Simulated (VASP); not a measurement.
# H (Cmcm) in VASP: relaxation of cell and atoms with PBE+D3(BJ)

Aim: the relaxation of cell and atoms of H with PBE+D3(BJ).

Program: VASP 6.6.1. These are calculated values, not measurements. Logs are shortened: lines on timing, memory, paths and dates and some standing lists are left out, and cuts for length are marked.

## Step 1: The cell of the first run

It takes space group Cmcm (No. 63, orthorhombic). Conventional cell: a = 3.297 Å, b = 5.463 Å, c = 6.314 Å, α = 90.00°, β = 90.00°, γ = 90.00°. Within 1.0 Å of H (site symmetry m) lie 1 H at 0.74 Å.

## Step 2: Relaxation of cell and atoms, PBE+D3(BJ)

INCAR reads:

```
SYSTEM = H
ALGO = Normal
EDIFF = 1E-6
EDIFFG = -0.02
ENCUT = 600
GGA = PE
IBRION = 2
ISIF = 3
ISMEAR = 0
IVDW = 12
LASPH = .TRUE.
LCHARG = .FALSE.
LREAL = .FALSE.
LWAVE = .FALSE.
NELM = 80
NSW = 90
PREC = Accurate
SIGMA = 0.02
```

KPOINTS reads:

```
k-points
0
G
  8 8 4
  0 0 0
```

POSCAR reads:

```
H
1.0
    1.6485318600     -2.7316882300      0.0000000000
    1.6485318600      2.7316882300      0.0000000000
    0.0000000000      0.0000000000      6.3137686200
H
4
Direct
    0.5678085000      0.4321915000      0.9995149500
    0.4321915000      0.5678085000      0.0004850500
    0.4321915000      0.5678085000      0.4995149500
    0.5678085000      0.4321915000      0.5004850500
```

Potentials or basis: VASP PAW PBE potentials, release 64 (H).

Command:

```console
$ cat potpaw_PBE.64/H/POTCAR > POTCAR
$ mpirun -np 1 vasp_std > vasp.out
```

OUTCAR:

```text
SYSTEM = H
   EDIFF = 1E-6
   EDIFFG = -0.02
   ENCUT = 600
   GGA = PE
   IBRION = 2
   ISIF = 3
   ISMEAR = 0
   IVDW = 12
   LASPH = .TRUE.
   LREAL = .FALSE.
   NELM = 80
   NSW = 90
   PREC = Accurate
 IVDW          = 12

 ion  position               nearest neighbor table
   1  0.568  0.432  1.000-   2 0.74
   2  0.432  0.568  0.000-   1 0.74
   3  0.432  0.568  0.500-   4 0.74
   4  0.568  0.432  0.500-   3 0.74

  LATTYP: Found a base centered orthorhombic cell.
 ALAT       =     3.2970637200
 B/A-ratio  =     1.6570430310
 C/A-ratio  =     1.9149671211

  Lattice vectors:

 A1 = (   1.6485318600,  -2.7316882300,   0.0000000000)
 A2 = (   1.6485318600,   2.7316882300,   0.0000000000)
 A3 = (   0.0000000000,   0.0000000000,   6.3137686200)

Analysis of symmetry for initial positions (statically):
=====================================================================
 Subroutine PRICEL returns:
 Original cell was already a primitive cell.

 Routine SETGRP: Setting up the symmetry group for a
 base centered orthorhombic supercell.

 Subroutine GETGRP returns: Found  8 space group operations
 (whereof  4 operations were pure point group operations)
 out of a pool of  8 trial point group operations.

The static configuration has the point symmetry C_2h.
 The point group associated with its full space group is D_2h.

Analysis of symmetry for dynamics (positions and initial velocities):
=====================================================================
 Subroutine PRICEL returns:
 Original cell was already a primitive cell.

 Routine SETGRP: Setting up the symmetry group for a
 base centered orthorhombic supercell.

 Subroutine GETGRP returns: Found  8 space group operations
 (whereof  4 operations were pure point group operations)
 out of a pool of  8 trial point group operations.

The dynamic configuration has the point symmetry C_2h.
 The point group associated with its full space group is D_2h.

 Subroutine INISYM returns: Found  8 space group operations
 (whereof  4 operations are pure point group operations),
 and found     1 'primitive' translations

----------------------------------------------------------------------------------------

                                     Primitive cell

  volume of cell :      56.8653

  direct lattice vectors                    reciprocal lattice vectors
     1.648531860 -2.731688230  0.000000000     0.303300174 -0.183036993  0.000000000
     1.648531860  2.731688230  0.000000000     0.303300174  0.183036993  0.000000000
     0.000000000  0.000000000  6.313768620     0.000000000  0.000000000  0.158384011

  length of vectors
     3.190576418  3.190576418  6.313768620     0.354250669  0.354250669  0.158384011

  position of ions in fractional coordinates (direct lattice)
     0.567808500  0.432191500  0.999514950
     0.432191500  0.567808500  0.000485050
     0.432191500  0.567808500  0.499514950
     0.567808500  0.432191500  0.500485050

  ion indices of the primitive-cell ions
   primitive index   ion index
                 1           1
                 2           2
                 3           3
                 4           4

----------------------------------------------------------------------------------------

 KPOINTS: k-points

Automatic generation of k-mesh.
 Grid dimensions read from file:
 generate k-points for:    8    8    4

 Generating k-lattice:

  Cartesian coordinates                     Fractional coordinates (reciprocal lattice)
     0.037912522 -0.022879624  0.000000000     0.125000000  0.000000000  0.000000000
     0.037912522  0.022879624  0.000000000     0.000000000  0.125000000  0.000000000
     0.000000000  0.000000000  0.039596003     0.000000000  0.000000000  0.250000000

  Length of vectors
     0.044281334  0.044281334  0.039596003

  Shift w.r.t. Gamma in fractional coordinates (k-lattice)
     0.000000000  0.000000000  0.000000000

 Subroutine IBZKPT returns following result:
 ===========================================

 Found     63 irreducible k-points:

 Following reciprocal coordinates:
            Coordinates               Weight
  0.000000  0.000000  0.000000      1.000000
  0.125000  0.000000  0.000000      4.000000
  0.250000  0.000000  0.000000      4.000000
  0.375000  0.000000  0.000000      4.000000
  0.500000  0.000000  0.000000      2.000000
  0.125000  0.125000  0.000000      2.000000
[... 16 lines left out ...]
  0.125000  0.000000  0.250000      8.000000
  0.250000  0.000000  0.250000      8.000000
 [... further k-points ...]
   k-points           NKPTS =     63   k-points in BZ     NKDIM =     63   number of bands    NBANDS=      6
   number of dos      NEDOS =    301   number of ions     NIONS =      4
   total plane-waves  NPLWV =  39200
   dimension x,y,z NGX =    28 NGY =   28 NGZ =   50
   dimension x,y,z NGXF=    56 NGYF=   56 NGZF=  100
   ions per type =               4
   NGX,Y,Z   is equivalent  to a cutoff of  14.59, 14.59, 13.17 a.u.
   NGXF,Y,Z  is equivalent  to a cutoff of  29.18, 29.18, 26.33 a.u.
 SYSTEM =  H
   PREC   = accura    normal or accurate (medium, high low for compatibility)
   ISTART =      0    job   : 0-new  1-cont  2-samecut
   ICHARG =      2    charge: 1-file 2-atom 10-const
   ISPIN  =      1    spin polarized calculation?
   LNONCOLLINEAR =      F non collinear calculations
   LSORBIT =      F    spin-orbit coupling
   LASPH  =      T    aspherical Exc in radial PAW
   ENCUT  =  600.0 eV  44.10 Ry    6.64 a.u.   6.37  6.37 12.61*2*pi/ulx,y,z
   NELM   =     80;   NELMIN=  2; NELMDL= -5     # of ELM steps
   EDIFF  = 0.1E-05   stopping-criterion for ELM
   LREAL  =      F    real-space projection
   EDIFFG = -.2E-01   stopping-criterion for IOM
   NSW    =     90    number of steps for IOM
   IBRION =      2    ionic relax: 0-MD 1-quasi-New 2-CG
   NFREE  =      1    steps in history (QN), initial steepest desc. (CG)
   ISIF   =      3    stress and relaxation
   ISYM   =      2    0-nonsym 1-usesym 2-fastsym
   POTIM  = 0.5000    time-step for ionic-motion
   TEBEG  =    0.0;   TEEND  =   0.0 temperature during run
   PSTRESS=    0.0 pullay stress
   NELECT =       4.0000    total number of electrons
   NUPDOWN=      -1.0000    fix difference up-down
   EMIN   =  10.00;   EMAX   =-10.00  energy-range for DOS
   EFERMI =   0.00;   METHOD = LEGACY
   ISMEAR =     0;   SIGMA  =   0.02  broadening in eV -4-tet -1-fermi 0-gaus
   EFERMI_NEDOS =   21; number of points for ismear=-14 and -15
   IALGO  =     38    algorithm
   IMIX   =      4    mixing-type and parameters
     AMIX     =   0.40;   BMIX     =  1.00
     AMIX_MAG =   1.60;   BMIX_MAG =  1.00
  volume/ion in A,a.u.               =      14.22        95.94
  Fermi-wavevector in a.u.,A,eV,Ry     =   0.675791  1.277060  6.213693  0.456694
  Thomas-Fermi vector in A             =   1.752912
   LORBIT       =      0    0 simple, 1 ext, 2 COOP (PROOUT), +10 PAW based schemes
   GGA     = PE    functional components
   LHFCALC =     F    Hartree Fock is set to
   AEXX    =    0.0000 exact exchange contribution
   IVDW    =    12    specifies the selected vdW correction
   LEPSILON=     F    determine dielectric tensor
   LRPA    =     F    only Hartree local field effects (RPA)
 conjugate gradient relaxation of ions
 non-spin polarized calculation
 Gauss-broadening in eV      SIGMA  =   0.02
  energy-cutoff  :      600.00
  volume of cell :       56.87
 maximum number of plane-waves:      1927
 NGX is ok and might be reduce to    28
   NGX = 13   NGY = 13   NGZ = 25

--------------------------------------- Ionic step        1  -------------------------------------------

 number of electron       4.0000003 magnetization

 Free energy of the ion-electron system (eV)
  ---------------------------------------------------
  ext. energy  EPLUGINS =         0.00000000
  ---------------------------------------------------
  free energy    TOTEN  =       -13.56310754 eV

  energy without entropy =      -13.56310754  energy(sigma->0) =      -13.56310754

------------------------ aborting loop because EDIFF is reached ----------------------------------------

 Edisp (eV)   -0.06074

 E8    (eV) :    -0.0106

  FORCE on cell =-STRESS in cart. coord.  units (eV):
  Direction    XX          YY          ZZ          XY          YZ          ZX
  --------------------------------------------------------------------------------------
  -------------------------------------------------------------------------------------
  Total       0.00172     0.44003    -0.00997     0.00000     0.00000     0.00000
  in kB       0.04835    12.39796    -0.28089     0.00000     0.00000     0.00000
  external pressure =        4.06 kB  Pullay stress =        0.00 kB

 VOLUME and BASIS-vectors are now :
 -----------------------------------------------------------------------------
  energy-cutoff  :      600.00
  volume of cell :       56.87
      direct lattice vectors                 reciprocal lattice vectors
     1.648531860 -2.731688230  0.000000000     0.303300174 -0.183036993  0.000000000
     1.648531860  2.731688230  0.000000000     0.303300174  0.183036993  0.000000000
     0.000000000  0.000000000  6.313768620     0.000000000  0.000000000  0.158384011
[... 43 lines left out ...]
 POSITION                                       TOTAL-FORCE (eV/Angst)
 -----------------------------------------------------------------------------------
      1.64857     -0.38759      6.30981         0.000000      0.779108      0.006145
      1.64857      0.38759      0.00320         0.000000     -0.779108     -0.006145
      1.64857      0.38759      3.15330         0.000000     -0.779108      0.006145
      1.64857     -0.38759      3.15970         0.000000      0.779108     -0.006145
 -----------------------------------------------------------------------------------
    total drift:                               -0.000000      0.000000      0.000000

  FREE ENERGIE OF THE ION-ELECTRON SYSTEM (eV)
  ---------------------------------------------------
  free  energy   TOTEN  =       -13.6061162942 eV

  energy  without entropy=      -13.6061162942  energy(sigma->0) =      -13.60611629

--------------------------------------- Ionic step        3  -------------------------------------------

 number of electron       4.0000003 magnetization

 Free energy of the ion-electron system (eV)
  ---------------------------------------------------
  ext. energy  EPLUGINS =         0.00000000
  ---------------------------------------------------
  free energy    TOTEN  =       -13.56563448 eV

  energy without entropy =      -13.56563448  energy(sigma->0) =      -13.56563448

 E-fermi :  -8.3872     XC(G=0):  -4.8329

 val. band max:       -8.5251195603   @ k =   0.3750   0.3750   0.0000
 cond. band min:      -0.3187638994   @ k =   0.5000   0.5000   0.0000
 fundamental gap:      8.2063556608
 Fermi energy:        -8.3872263024

 k-point     1 :       0.0000    0.0000    0.0000
  band No.  band energies     occupation
      1     -10.4234      2.00000
      2      -9.7224      2.00000
      3       0.7342      0.00000
      4       3.8113      0.00000
      5       8.0690      0.00000
      6       8.4022      0.00000

 k-point     2 :       0.1250    0.0000    0.0000
  band No.  band energies     occupation
      1     -10.2809      2.00000
      2      -9.6020      2.00000
      3       1.0214      0.00000
      4       3.4307      0.00000
      5       6.8216      0.00000
      6       7.6217      0.00000
[... 181 lines left out ...]
 k-point    23 :       0.1250    0.0000    0.2500
  band No.  band energies     occupation
      1     -10.1919      2.00000
      2      -9.7136      2.00000
      3       1.4118      0.00000
      4       3.1674      0.00000
      5       6.7621      0.00000
      6       7.3196      0.00000

 k-point    24 :       0.2500    0.0000    0.2500
  band No.  band energies     occupation
      1      -9.8247      2.00000
      2      -9.3906      2.00000
      3       2.1133      0.00000
      4       2.3981      0.00000
      5       4.8944      0.00000
      6       6.6200      0.00000

 [... further k-points ...]

------------------------ aborting loop because EDIFF is reached ----------------------------------------

 Edisp (eV)   -0.06095

 E8    (eV) :    -0.0106

  FORCE on cell =-STRESS in cart. coord.  units (eV):
  Direction    XX          YY          ZZ          XY          YZ          ZX
  --------------------------------------------------------------------------------------
  -------------------------------------------------------------------------------------
  Total       0.00388    -0.02480    -0.00692     0.00000    -0.00000     0.00000
  in kB       0.10916    -0.69786    -0.19469     0.00000    -0.00000     0.00000
  external pressure =       -0.26 kB  Pullay stress =        0.00 kB

 VOLUME and BASIS-vectors are now :
 -----------------------------------------------------------------------------
  energy-cutoff  :      600.00
  volume of cell :       56.94
      direct lattice vectors                 reciprocal lattice vectors
     1.648540713 -2.735449998  0.000000000     0.303298545 -0.182785282  0.000000000
     1.648540713  2.735449998 -0.000000000     0.303298545  0.182785282 -0.000000000
     0.000000000  0.000000000  6.313571637     0.000000000  0.000000000  0.158388953

 POSITION                                       TOTAL-FORCE (eV/Angst)
 -----------------------------------------------------------------------------------
      1.64854     -0.37495      6.31047         0.000000      0.001215     -0.000267
      1.64854      0.37495      0.00310         0.000000     -0.001215      0.000267
      1.64854      0.37495      3.15369         0.000000     -0.001215     -0.000267
      1.64854     -0.37495      3.15988         0.000000      0.001215      0.000267
 -----------------------------------------------------------------------------------
    total drift:                               -0.000000      0.000000      0.000000

  FREE ENERGIE OF THE ION-ELECTRON SYSTEM (eV)
  ---------------------------------------------------
  free  energy   TOTEN  =       -13.6265811234 eV

  energy  without entropy=      -13.6265811234  energy(sigma->0) =      -13.62658112

 reached required accuracy - stopping structural energy minimisation
```

Wall time 17 s (1 thread of Intel Xeon 6975P-C (Granite Rapids), shared host); peak memory 0.19 GiB.

Results:

```
Free energy                            : -13.6266 eV
Relaxed volume                         : 14.24 Å³/atom
Relaxed cell                           : a = 3.194 Å, b = 3.194 Å, c = 6.314 Å, α = 90.00°, β = 90.00°, γ = 117.85°
Space group after relaxing (to 0.05 Å) : Cmmm (No. 65)
Energy gained by relaxing              : 0.7 meV/atom
Ionic steps                            : 3
Pressure after relaxing                : 0.0 GPa
Band gap on the k mesh                 : 8.21 eV
Dispersion energy per atom             : -0.015 eV
```

Step by step:
```tsv
step	energy change (eV)	largest force (eV/Å)	pressure (GPa)	volume (Å³)
1	0.0000	0.3126	0.41	56.87
2	0.0177	0.7791	-1.14	57.16
3	-0.0027	0.0012	-0.03	56.94
```

Final structure:
```xyz
4
Lattice="1.6485 -2.7355 0.0000 1.6485 2.7355 0.0000 0.0000 0.0000 6.3136" Properties=species:S:1:pos:R:3 pbc="T T T"
H     1.6485   -0.3750    6.3105
H     1.6485    0.3750    0.0031
H     1.6485    0.3750    3.1537
H     1.6485   -0.3750    3.1599
```
